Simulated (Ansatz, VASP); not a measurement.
**One calculation of InP, two programs**

File INCAR:

```
PREC = Accurate ; ENCUT = 500
EDIFF = 1E-6 ; ISMEAR = 0
SIGMA = 0.01 ; LREAL = F
LASPH = T ; NELM = 120
ALGO = Normal ; ISIF = 2
LWAVE = F ; LCHARG = F
GGA = PS ; NBANDS = 86
GGA_COMPAT = F
```

The input KPOINTS:

```
Automatic mesh
0
Gamma
  2 2 2
```

The input POSCAR:

```
InP
1.0
    8.2887060000      0.0000000000      0.0000000000
    4.1443530000      7.1782299605      0.0000000000
    4.1443530000      2.3927433202      6.7677001093
In P
8 8
Direct
    0.0000000000      0.0000000000      0.0000000000
    0.0000000000      0.0000000000      0.5000000000
    0.0000000000      0.5000000000      0.0000000000
    0.0000000000      0.5000000000      0.5000000000
    0.5000000000      0.0000000000      0.0000000000
    0.5000000000      0.0000000000      0.5000000000
    0.5000000000      0.5000000000      0.0000000000
    0.5000000000      0.5000000000      0.5000000000
    0.1250000000      0.1250000000      0.1250000000
    0.1250000000      0.1250000000      0.6250000000
    0.1250000000      0.6250000000      0.1250000000
    0.1250000000      0.6250000000      0.6250000000
    0.6250000000      0.1250000000      0.1250000000
    0.6250000000      0.1250000000      0.6250000000
    0.6250000000      0.6250000000      0.1250000000
    0.6250000000      0.6250000000      0.6250000000
```

Input for Ansatz:

```yaml
crystal:
  lattice:
    - [4.144353, 0.0, 0.0]
    - [2.0721765000000003, 3.5891149802502493, 0.0]
    - [2.0721765000000003, 1.1963716600834167, 3.3838500546575636]
  atoms:
    - { symbol: In, position: [0.0, 0.0, 0.0] }
    - { symbol: P, position: [0.25000000000000006, 0.24999999999999997, 0.25] }
  supercell: [2, 2, 2]
basis:
  ecutwfc: 450.0
kpoints:
  mp_grid:
    grid: [2, 2, 2]
hamiltonian:
  xc: pbesol
scf:
  convergence:
    dr2_threshold: 1.0e-07
  occupations:
    method: fixed
output:
  core_levels:
    shells:
      P: "2p"
    eps_inf: 8.0
```

Alike in both runs: task single point; functional PBEsol; k mesh 2 × 2 × 2; no spin polarisation.

```csv
,VASP,Ansatz
version,VASP 6.6.1,Ansatz 0.2.0
potentials or method,"VASP PAW PBE potentials, release 64 (In_d, P), cutoff 500 eV","plane waves, PAW"
occupations,"gaussian, width 0.01 eV",fixed
valence electrons in the cell,144,144
```

|  | VASP | Ansatz | Ansatz less VASP |
| --- | --- | --- | --- |
| gap on the k mesh at the Fermi level (eV) | 0.60 | 0.60 | +0.002 |

VASP's potentials were made for PBE, not for PBEsol.

The k mesh is coarse, so the values compare programs but aren't converged.
